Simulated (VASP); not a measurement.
# BN (R3m) in VASP: a series of runs

Runs on BN. Level: r2SCAN. Tasks: single point.

All numbers are computed with VASP 6.6.1; they aren't measurements. Logs are shortened: lines on timing, memory, paths and dates and some standing lists are left out, and cuts for length are marked.

## Step 1: The cell of the first run

It takes space group R3m (No. 160, trigonal). Conventional cell: a = 2.564 Å, b = 2.564 Å, c = 6.280 Å, α = 90.00°, β = 90.00°, γ = 120.00°. Within 2.0 Å of B (site symmetry 3m) lie 4 N at 1.52 to 1.59 Å. Within 2.0 Å of N (site symmetry 3m) lie 4 B at 1.52 to 1.59 Å.

## Step 2: Single point, r2SCAN

Contents of POSCAR:

```
BN
1.0
    0.0000000000      1.8130010000      1.8130010000
    1.8130010000      0.0000000000      1.8130010000
    1.8130010000      1.8130010000      0.0000000000
B N
1 1
Direct
    0.0000000000      0.0000000000      0.0000000000
    0.7261162458      0.7579612514      0.7579612514
```

Contents of INCAR.step1:

```
  PREC = Accurate
  ENCUT = 520
  ISMEAR = 0
  SIGMA = 0.05
  LREAL = F
  LASPH = T
  NELM = 80
  NBANDS = 11
  GGA = PE
  ALGO = Normal
  EDIFF = 1E-4
  LWAVE = T
  LCHARG = F
```

Contents of INCAR.step2:

```
  PREC = Accurate
  ENCUT = 520
  EDIFF = 1E-7
  ISMEAR = 0
  SIGMA = 0.05
  LREAL = F
  LASPH = T
  NELM = 80
  ALGO = Normal
  ISIF = 2
  LWAVE = F
  LCHARG = F
  METAGGA = R2SCAN
  LMIXTAU = T
  NBANDS = 11
  ISTART = 1
```

Contents of KPOINTS:

```
regular mesh
0
Gamma
  12 12 12
```

Potentials or basis: VASP PAW PBE potentials, release 64 (B, N).

The run is started by

```
$ cat potpaw_PBE.64/B/POTCAR potpaw_PBE.64/N/POTCAR > POTCAR
$ cp INCAR.step1 INCAR
$ mpirun -np 1 vasp_std > vasp.out
$ cp INCAR.step2 INCAR
$ mpirun -np 1 vasp_std > vasp.out
```

OUTCAR:

```text
PREC = Accurate
   ENCUT = 520
   EDIFF = 1E-7
   ISMEAR = 0
   LREAL = F
   LASPH = T
   NELM = 80
   ISIF = 2
   METAGGA = R2SCAN
   ISTART = 1

 ion  position               nearest neighbor table
   1  0.000  0.000  0.000-   2 1.52   2 1.59   2 1.59   2 1.59
   2  0.726  0.758  0.758-   1 1.52   1 1.59   1 1.59   1 1.59

  LATTYP: Found a face centered cubic cell.
 ALAT       =     3.6260020000

  Lattice vectors:

 A1 = (   0.0000000000,   1.8130010000,   1.8130010000)
 A2 = (   1.8130010000,   0.0000000000,   1.8130010000)
 A3 = (   1.8130010000,   1.8130010000,   0.0000000000)

Analysis of symmetry for initial positions (statically):
=====================================================================
 Subroutine PRICEL returns:
 Original cell was already a primitive cell.

 Routine SETGRP: Setting up the symmetry group for a
 face centered cubic supercell.

 Subroutine GETGRP returns: Found  6 space group operations
 (whereof  6 operations were pure point group operations)
 out of a pool of 48 trial point group operations.

The static configuration has the point symmetry C_3v.

Analysis of symmetry for dynamics (positions and initial velocities):
=====================================================================
 Subroutine PRICEL returns:
 Original cell was already a primitive cell.

 Routine SETGRP: Setting up the symmetry group for a
 face centered cubic supercell.

 Subroutine GETGRP returns: Found  6 space group operations
 (whereof  6 operations were pure point group operations)
 out of a pool of 48 trial point group operations.

The dynamic configuration has the point symmetry C_3v.

 Subroutine INISYM returns: Found  6 space group operations
 (whereof  6 operations are pure point group operations),
 and found     1 'primitive' translations

----------------------------------------------------------------------------------------

                                     Primitive cell

  volume of cell :      11.9186

  direct lattice vectors                    reciprocal lattice vectors
     0.000000000  1.813001000  1.813001000    -0.275785838  0.275785838  0.275785838
     1.813001000  0.000000000  1.813001000     0.275785838 -0.275785838  0.275785838
     1.813001000  1.813001000  0.000000000     0.275785838  0.275785838 -0.275785838

  length of vectors
     2.563970603  2.563970603  2.563970603     0.477675083  0.477675083  0.477675083
[... 87 lines left out ...]
   ISIF   =      2    stress and relaxation
   ISYM   =      2    0-nonsym 1-usesym 2-fastsym
   POTIM  = 0.5000    time-step for ionic-motion
   TEBEG  =    0.0;   TEEND  =   0.0 temperature during run
   PSTRESS=    0.0 pullay stress
   NELECT =       8.0000    total number of electrons
   NUPDOWN=      -1.0000    fix difference up-down
   EMIN   =  10.00;   EMAX   =-10.00  energy-range for DOS
   EFERMI =   0.00;   METHOD = LEGACY
   ISMEAR =     0;   SIGMA  =   0.05  broadening in eV -4-tet -1-fermi 0-gaus
   EFERMI_NEDOS =   21; number of points for ismear=-14 and -15
   IALGO  =     38    algorithm
   IMIX   =      4    mixing-type and parameters
     AMIX     =   0.40;   BMIX     =  1.00
     AMIX_MAG =   1.60;   BMIX_MAG =  1.00
  volume/ion in A,a.u.               =       5.96        40.22
  Fermi-wavevector in a.u.,A,eV,Ry     =   1.433387  2.708709 27.954506  2.054598
  Thomas-Fermi vector in A             =   2.552911
   LORBIT       =      0    0 simple, 1 ext, 2 COOP (PROOUT), +10 PAW based schemes
   METAGGA = R2SCAN    functional components
   LHFCALC =     F    Hartree Fock is set to
   AEXX    =    0.0000 exact exchange contribution
   IVDW    =     0    specifies the selected vdW correction
   LEPSILON=     F    determine dielectric tensor
   LRPA    =     F    only Hartree local field effects (RPA)
 non-spin polarized calculation
 Gauss-broadening in eV      SIGMA  =   0.05
  energy-cutoff  :      520.00
  volume of cell :       11.92
 maximum number of plane-waves:       332
   NGX =  9   NGY =  9   NGZ =  9

 number of electron       8.0000000 magnetization

 Free energy of the ion-electron system (eV)
  ---------------------------------------------------
  ext. energy  EPLUGINS =         0.00000000
  ---------------------------------------------------
  free energy    TOTEN  =       -19.13856842 eV

  energy without entropy =      -19.13856842  energy(sigma->0) =      -19.13856842

 E-fermi :   7.6882     XC(G=0): -13.5975

 val. band max:        7.3938540963   @ k =   0.0000   0.0000   0.0000
 cond. band min:      12.0745875243   @ k =   0.5000   0.5000   0.0000
 fundamental gap:      4.6807334279
 Fermi energy:         7.6881562128

 k-point     1 :       0.0000    0.0000    0.0000
  band No.  band energies     occupation
      1     -14.0574      2.00000
      2       6.5695      2.00000
      3       7.3939      2.00000
      4       7.3939      2.00000
      5      16.4113      0.00000
      6      16.4113      0.00000
      7      17.0418      0.00000
      8      18.0679      0.00000
      9      33.0612      0.00000
     10      35.7632      0.00000
     11      35.7632      0.00000
[... 309 lines left out ...]
 k-point    24 :       0.4167    0.0833    0.0000
  band No.  band energies     occupation
      1     -10.6016      2.00000
      2      -2.4718      2.00000
      3       4.9330      2.00000
      4       5.0777      2.00000
      5      17.6290      0.00000
      6      18.7031      0.00000
      7      19.4841      0.00000
      8      23.2298      0.00000
      9      29.9121      0.00000
     10      33.5942      0.00000
     11      34.8060      0.00000

 [... further k-points ...]

------------------------ aborting loop because EDIFF is reached ----------------------------------------

  FORCE on cell =-STRESS in cart. coord.  units (eV):
  Direction    XX          YY          ZZ          XY          YZ          ZX
  --------------------------------------------------------------------------------------
  -------------------------------------------------------------------------------------
  Total       -0.2477873     -0.2477873     -0.2477873     -0.0512478      0.0512478     -0.0512478
  in kB      -33.3092991    -33.3092991    -33.3092991     -6.8890875      6.8890875     -6.8890875
  external PRESSURE =     -33.3092991 kB  Pullay stress =       0.0000000 kB

 VOLUME and BASIS-vectors are now :
 -----------------------------------------------------------------------------
  energy-cutoff  :      520.00
  volume of cell :       11.92
      direct lattice vectors                 reciprocal lattice vectors
     0.000000000  1.813001000  1.813001000    -0.275785838  0.275785838  0.275785838
     1.813001000  0.000000000  1.813001000     0.275785838 -0.275785838  0.275785838
     1.813001000  1.813001000  0.000000000     0.275785838  0.275785838 -0.275785838

 POSITION                                       TOTAL-FORCE (eV/Angst)
 -----------------------------------------------------------------------------------
      0.00000      0.00000      0.00000         0.762492     -0.762492     -0.762492
      2.74837      2.69063      2.69063        -0.762492      0.762492      0.762492
 -----------------------------------------------------------------------------------
    total drift:                                0.000047     -0.000047     -0.000047

  FREE ENERGIE OF THE ION-ELECTRON SYSTEM (eV)
  ---------------------------------------------------
  free  energy   TOTEN  =       -19.1385684163 eV

  energy  without entropy=      -19.1385684163  energy(sigma->0) =      -19.13856842
```

Run time: 45 s. Hardware: 1 thread of Intel Xeon 6975P-C (Granite Rapids), shared host; peak memory 0.13 GiB.

What came out:

* Free energy: -19.1386 eV
* Pressure: -3.3 GPa
* Largest force: 1.321 eV/Å
* Band gap on the k mesh: 4.68 eV (least direct gap 9.02 eV)

Forces on the atoms (eV/Å):
```
B    0.762 -0.762 -0.762
N   -0.762  0.762  0.762
```

Stress tensor (GPa, compression positive):
```
-3.33 -0.69 -0.69
-0.69 -3.33  0.69
-0.69  0.69 -3.33
```

Caveat: the cell differs from its parent crystal (all N atoms moved +0.050 Å, as atom 2 towards its neighbour atom 1 (B) at 1.570 Å); the cell stands under tension; the PAW data sets were made with another functional, which shifts forces and pressure a little. A k mesh can miss the band edges.

## Step 3: Single point, r2SCAN

POSCAR, as its differences from that of step 2:

```diff
@@ -9,2 +9,2 @@
     0.0000000000      0.0000000000      0.0000000000
-    0.7261162458      0.7579612514      0.7579612514
+    0.7619418771      0.7460193743      0.7460193743
```

Contents of INCAR.step1:

```
SYSTEM = BN
  ALGO = Normal
  EDIFF = 1E-4
  ENCUT = 520
  GGA = PE
  ISMEAR = 0
  LASPH = .TRUE.
  LCHARG = .FALSE.
  LREAL = .FALSE.
  LWAVE = .TRUE.
  NBANDS = 11
  NELM = 100
  PREC = Accurate
  SIGMA = 0.05
```

Contents of INCAR.step2:

```
SYSTEM = BN
  ALGO = Normal
  EDIFF = 1E-6
  ENCUT = 520
  ISIF = 2
  ISMEAR = 0
  ISTART = 1
  LASPH = .TRUE.
  LCHARG = .FALSE.
  LMIXTAU = .TRUE.
  LREAL = .FALSE.
  LWAVE = .FALSE.
  METAGGA = R2SCAN
  NBANDS = 11
  NELM = 100
  PREC = Accurate
  SIGMA = 0.05
```

Contents of KPOINTS:

```
k-points
0
G
  12 12 12
  0 0 0
```

Potentials or basis: VASP PAW PBE potentials, release 64 (B, N).

The run is started by

```
$ cat potpaw_PBE.64/B/POTCAR potpaw_PBE.64/N/POTCAR > POTCAR
$ cp INCAR.step1 INCAR
$ mpirun -np 1 vasp_std > vasp.out
$ cp INCAR.step2 INCAR
$ mpirun -np 1 vasp_std > vasp.out
```

Run time: 41 s. Hardware: 1 thread of Intel Xeon 6975P-C (Granite Rapids), shared host; peak memory 0.14 GiB.

Results (log left out):

* Free energy: -19.1633 eV
* Pressure: -3.9 GPa
* Largest force: 0.559 eV/Å
* Band gap on the k mesh: 4.70 eV (least direct gap 9.04 eV)

Forces on the atoms (eV/Å):
```
B   -0.322  0.322  0.322
N    0.322 -0.322 -0.322
```

Levels at points of the mesh, in eV from the valence-band top:
```csv
k point,band 1,band 2,band 3,band 4,band 5,band 6,band 7,band 8
"(0.00, 0.00, 0.00)",-21.44,-0.39,-0.39,0.00,9.04,9.32,9.32,10.65
"(0.50, 0.00, 0.00)",-17.19,-11.18,-2.31,-2.31,10.40,11.07,11.07,15.89
"(0.00, 0.50, 0.00)",-17.20,-11.28,-2.42,-2.05,10.34,10.93,11.53,16.09
"(0.50, 0.50, 0.00)",-15.79,-9.52,-5.38,-5.24,4.70,9.49,18.76,18.98
```

Caveat: the cell differs from its parent crystal (all N atoms moved -0.025 Å, as atom 2 towards its neighbour atom 1 (B) at 1.570 Å); the cell stands under tension; the PAW data sets were made with another functional, which shifts forces and pressure a little. A k mesh can miss the band edges.

## Step 4: Single point, r2SCAN

POSCAR, as its differences from that of step 3:

```diff
@@ -9,2 +9,2 @@
     0.0000000000      0.0000000000      0.0000000000
-    0.7619418771      0.7460193743      0.7460193743
+    0.7082034302      0.7639321899      0.7639321899
```

Contents of INCAR.step1:

```
PREC = Accurate
ENCUT = 520
ISMEAR = 0
SIGMA = 0.05
LREAL = False
LASPH = True
NELM = 100
NBANDS = 11
GGA = PE
ALGO = Normal
EDIFF = 1E-4
LWAVE = True
LCHARG = False
```

Contents of INCAR.step2:

```
PREC = Accurate
ENCUT = 520
EDIFF = 1E-7
ISMEAR = 0
SIGMA = 0.05
LREAL = False
LASPH = True
NELM = 100
ALGO = Normal
ISIF = 2
LWAVE = False
LCHARG = False
METAGGA = R2SCAN
LMIXTAU = True
NBANDS = 11
ISTART = 1
```

Contents of KPOINTS:

```
Automatic mesh
0
Gamma
  12 12 12
```

The run is started by

```
$ cat potpaw_PBE.64/B/POTCAR potpaw_PBE.64/N/POTCAR > POTCAR
$ cp INCAR.step1 INCAR
$ mpirun -np 1 vasp_std > vasp.out
$ cp INCAR.step2 INCAR
$ mpirun -np 1 vasp_std > vasp.out
```

Wall time 43 s (1 thread of Intel Xeon 6975P-C (Granite Rapids), shared host); peak memory 0.14 GiB.

It converged, with:

```
Free energy            : -19.0676 eV
Pressure               : -1.6 GPa
Largest force          : 2.492 eV/Å
Band gap on the k mesh : 4.45 eV (least direct gap 8.68 eV)
```

Forces on the atoms (eV/Å):
```
B    1.439 -1.439 -1.439
N   -1.439  1.439  1.439
```

Stress tensor (GPa, compression positive):
```
-1.60 -1.96 -1.96
-1.96 -1.60  1.96
-1.96  1.96 -1.60
```

Levels at points of the mesh, in eV from the valence-band top:
```
           k point  band 2  band 3  band 4  band 5  band 6  band 7
(0.00, 0.00, 0.00)   -1.46    0.00    0.00    8.68    8.68    9.74
(0.50, 0.00, 0.00)  -11.71   -2.29   -2.29   10.26   11.30   11.30
(0.00, 0.50, 0.00)  -11.36   -3.15   -1.84    9.72    9.94   12.31
(0.50, 0.50, 0.00)   -9.74   -5.67   -5.29    4.45    9.19   18.28
```

Caveat: the cell differs from its parent crystal (all N atoms moved +0.087 Å, as atom 2 towards its neighbour atom 1 (B) at 1.570 Å); the PAW data sets were made with another functional, which shifts forces and pressure a little. A k mesh can miss the band edges.

## Step 5: Summary

| cell | gap on the mesh (eV) | pressure (GPa) | largest force (eV/Å) |
| --- | --- | --- | --- |
| as given, atomic positions A | 4.68 | -3.3 | 1.32 |
| as given, atomic positions B | 4.70 | -3.9 | 0.56 |
| as given, atomic positions C | 4.45 | -1.6 | 2.49 |

Alike in all rows: task single point; level r2SCAN; potentials or basis VASP PAW PBE potentials, release 64 (B, N); no spin polarisation; k mesh 12 × 12 × 12; cutoff (eV) 520; smearing gaussian 0.05 eV.

Caveats: the PAW data sets were made with another functional, which shifts forces and pressure a little; the cell stands under tension (at least some runs).

Absolute energies hang on the potentials; compare differences alone.
